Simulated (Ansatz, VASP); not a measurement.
# CoO: VASP beside Ansatz

The input INCAR:

```
SYSTEM = CoO
  PREC = Accurate
  ENCUT = 520
  EDIFF = 1E-8
  ISMEAR = -1
  SIGMA = 0.05
  LREAL = .False.
  LASPH = .True.
  NELM = 150
  ALGO = Normal
  ISIF = 2
  LWAVE = .False.
  LCHARG = .False.
  ISPIN = 2
  MAGMOM = 2 0
  LORBIT = 11
  LMAXMIX = 4
  GGA = PE
  LEFG = .True.
  NBANDS = 18
```

File KPOINTS:

```
Automatic mesh
0
Gamma
  16 16 16
  0 0 0
```

The input POSCAR:

```
CoO
1.0
    0.0000000000      2.1315000000      2.1528150000
    2.1315000000      0.0000000000      2.1528150000
    2.1315000000      2.1315000000      0.0000000000
Co O
1 1
Direct
    0.0000000000      0.0000000000      0.0000000000
    0.5000000000      0.5000000000      0.5000000000
```

Input for Ansatz:

```yaml
crystal:
  lattice:
    - [0.0, 2.1315, 2.152815]
    - [2.1315, 0.0, 2.152815]
    - [2.1315, 2.1315, 0.0]
  atoms:
    - { symbol: Co, position: [0.0, 0.0, 0.0], spin: 2.0 }
    - { symbol: O, position: [0.5, 0.5, 0.5] }
magnetization:
  spin_polarized: true
kpoints:
  mp_grid: { grid: [16, 16, 16] }
scf:
  occupations: { method: fermi_dirac, width: 0.05 }
hamiltonian:
  xc: pbe
  pseudopotentials: { kind: all_electron, datasets: crystal }
output:
  forces: true
  stress: true
  eigenvalues: true
  efg: { contact_densities: true }
```

Change from the starting cell: zz strain of +1 %, crystal datasets.

Alike in both runs: task electric field gradients; functional PBE; k mesh 16 × 16 × 16; occupations fermi-dirac, width 0.05 eV; collinear spin.

|  | VASP | Ansatz |
| --- | --- | --- |
| version | VASP 6.6.1 | Ansatz 0.2.0 |
| potentials or method | VASP PAW PBE potentials, release 64 (Co, O), cutoff 520 eV | all-electron PAW with datasets made for the crystal, scalar-relativistic |

```tsv
	VASP	Ansatz	Ansatz less VASP
pressure (GPa)	-3.9	-3.4	+0.45
traceless stress, the component that is largest in VASP (GPa)	-0.01	0.10	+0.115
net moment per atom (μB)	1.46	1.48	+0.011
size of the moment on the site where the two differ most (μB)	2.57	2.51	-0.061
size of Vzz on the site where it differs most (V/Å²)	6.4	10.6	+4.29
```

Site moments also hang on the region over which each program counts them. Ansatz ran all-electron here, and VASP with PAW potentials.
